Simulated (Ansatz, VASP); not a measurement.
## Two plane-wave programs on AlNi

INCAR

```
SYSTEM = AlNi
ALGO = Fast ; EDIFF = 1E-6
ENCUT = 520 ; GGA = PE
ISIF = 2 ; ISMEAR = 0
LASPH = .True. ; LCHARG = .False.
LREAL = .False. ; LWAVE = .False.
NBANDS = 14 ; NELM = 100
PREC = Accurate ; SIGMA = 0.15
```

Contents of KPOINTS:

```
k-points
0
Gamma
  24 24 26
  0 0 0
```

POSCAR

```
AlNi
1.0
    2.3639728847     -1.3653627903     -0.0544045528
    2.3639728847      1.3653627903     -0.0544045528
   -1.4855378209      0.0000000000      3.9390445834
Al Ni
1 1
Direct
    0.0000000000      0.0000000000      0.0000000000
    0.5099634191      0.5099634191      0.5099634191
```

Input for Ansatz:

```yaml
crystal:
  lattice:
    - [2.3639728847, -1.3653627903, -0.0544045528]
    - [2.3639728847, 1.3653627903, -0.0544045528]
    - [-1.4855378209, 0.0, 3.9390445834]
  atoms:
    - { symbol: Al, position: [0.0, 0.0, 0.0] }
    - { symbol: Ni, position: [0.5099634191, 0.5099634191, 0.5099634191] }
basis:
  ecutwfc: 420
kpoints:
  mp_grid: { grid: [24, 24, 26] }
hamiltonian:
  xc: pbe
scf:
  occupations: { method: gaussian, width: 0.15 }
output:
  forces: true
  stress: true
  eigenvalues: true
  write_density: true
  write_potential: true
  elf: true
  volumetric_format: npy
```

Change from the starting cell: all Ni atoms moved -0.050 Å, as atom 2 towards its neighbour atom 1 (Al) at 2.509 Å.

Alike in both runs: task single point; functional PBE; k mesh 24 × 24 × 26; occupations gaussian, width 0.15 eV; no spin polarisation.

```csv
,VASP,Ansatz
version,VASP 6.6.1,Ansatz 0.2.0
potentials or method,"VASP PAW PBE potentials, release 64 (Al, Ni), cutoff 520 eV","scalar-relativistic, plane waves, PAW"
valence electrons in the cell,13,21
```

Ansatz gave:

| Quantity | Value |
| --- | --- |
| gap on the k mesh at the Fermi level (eV) | none |
| pressure (GPa) | 0.2 |
| traceless stress, the component that is largest in VASP (GPa) | 0.15 |
| rms of the force components (eV/Å) | 0.183 |

**Question.** Estimate VASP's values.

**Answer.** gap on the k mesh at the Fermi level (eV): none; pressure (GPa): 0.1; traceless stress, the component that is largest in VASP (GPa): 0.14; rms of the force components (eV/Å): 0.184.

Atom by atom the forces differ by 0.001 eV/Å (rms over components). A gap of «none» marks a metal or a gap that the smearing closes. VASP's potentials hold 13 valence electrons a cell and Ansatz's 21, so a difference there can come from the potentials and not from the codes.
